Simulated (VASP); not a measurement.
CoO: single point with PBE+U

CoO:

```
Co O
1.0
     0.00000    2.16283   -2.16283
     0.00000    2.16283    2.16283
     4.32565    0.00000    0.00000
Co O
2 2
Direct
  0.00000 0.00000 0.00000
  0.50000 0.50000 0.50000
  0.00000 0.00000 0.50000
  0.50000 0.50000 0.00000
```

| Property | Result |
| --- | --- |
| Program | VASP 6.6.1 |
| Task | single point |
| Functional | PBE |
| Potentials or basis | VASP PAW PBE potentials, release 64 (Co_sv, O) |
| Cutoff | 600 eV |
| k mesh | 5 × 5 × 3 |
| Occupations | gaussian, width 0.05 eV |
| Spin | collinear spin, antiferromagnetic start |
| Starting moments | [3.0, -3.0, 0.0, 0.0] μB |
| Hubbard terms | Co d U = 3.3 eV |
| Dipole correction | no |
| Further INCAR settings | ALGO = Normal; EDIFF = 1e-06; NBANDS = 35 |

| Item | Value |
| --- | --- |
| Pressure | -3.7 GPa |
| Band gap on the k mesh | 0.60 eV |
| Net moment | 0.00 μB per cell |
| Site moments | Co +2.67, -2.67; O -0.11, +0.11 μB |
| Valence electrons inside the program's atomic spheres | Co 14.87; O 4.99 |

Stress tensor (GPa, compression positive):
```
 4.53  0.00  0.00
 0.00 -7.74  0.00
 0.00  0.00 -7.74
```

Levels at points of the mesh, in eV from the valence-band top:
Spin up:
```tsv
k point	band 20	band 21	band 22	band 23	band 24	band 25	band 26	band 27
(0.00, 0.00, 0.00)	-1.93	-1.79	-1.01	-1.01	0.62	1.60	1.67	3.22
```
Spin down:
```
           k point  band 21  band 22  band 23  band 24  band 25  band 26
(0.00, 0.00, 0.00)    -1.79    -1.01    -1.01     0.62     1.60     1.67
```

Eigenvalues of the final occupation matrices:
```tsv
site	spin	trace	eigenvalues
site 1 d	1	4.67	0.92 0.92 0.93 0.95 0.95
site 1 d	2	2.02	0.03 0.07 0.11 0.91 0.91
site 2 d	1	2.02	0.03 0.07 0.11 0.91 0.91
site 2 d	2	4.67	0.92 0.92 0.93 0.95 0.95
```

It took 83 s on 1 thread of AMD EPYC 7R43 64-Core Processor (Zen 3) (shared host), peak memory 0.14 GiB.

Caveat: the k points lie up to 0.48 Å⁻¹ apart; semilocal functionals underestimate gaps, and a narrow one can read as zero; an odd mesh through Γ misses points on the zone boundary, where band edges can lie. The state reached can hang on the start; a lower one may exist.
